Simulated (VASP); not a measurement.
Runs of VASP 6.6.1 on Sc. The structure is that of space group P6_3/mmc (No. 194), or close to it. The cells are those of the table. 

```csv
task,level,potentials or basis,cell,k mesh,cutoff (eV),smearing,gap on the mesh (eV),pressure (GPa)
single point,PBEsol,"VASP PAW PBE potentials, release 64 (Sc_sv)","a = 3.276, b = 3.276, c = 5.273 Å, angles 90.0, 90.0, 120.0°, 2 atoms",8 × 8 × 4,500,fermi-dirac 0.05 eV,none,-1.9
single point,PBEsol,"VASP PAW PBE potentials, release 64 (Sc_sv)","a = 3.243, b = 3.243, c = 5.273 Å, angles 90.0, 90.0, 120.0°, 2 atoms",8 × 8 × 4,500,fermi-dirac 0.05 eV,none,-0.8
single point,PBEsol,"VASP PAW PBE potentials, release 64 (Sc_sv)","a = 3.342, b = 3.342, c = 5.273 Å, angles 90.0, 90.0, 120.0°, 2 atoms",8 × 8 × 4,500,fermi-dirac 0.05 eV,none,-3.9
relaxation of cell and atoms,PBE+D4,"VASP PAW PBE potentials, release 64 (Sc_sv)","relaxed from a = 3.309, b = 3.309, c = 5.273 Å, angles 90.0, 90.0, 120.0°, 2 atoms",9 × 9 × 5,600,fermi-dirac 0.05 eV,none,0.0
single point,LDA,"VASP PAW LDA potentials, release 64 (Sc_sv)","a = 3.287, b = 3.287, c = 5.238 Å, angles 90.0, 90.0, 120.0°, 2 atoms",9 × 9 × 5,520,gaussian 0.05 eV,none,(a)
```

Alike in all rows: no spin polarisation.

Problem. Fill in the values left out.

Solution. (a) -4.4.

Caveats: the PAW data sets were made with another functional, which shifts forces and pressure a little (some runs); pairwise dispersion overbinds metals, which lowers pressure and volume (some runs).

A gap of «none» marks levels without a gap at the run's occupations.
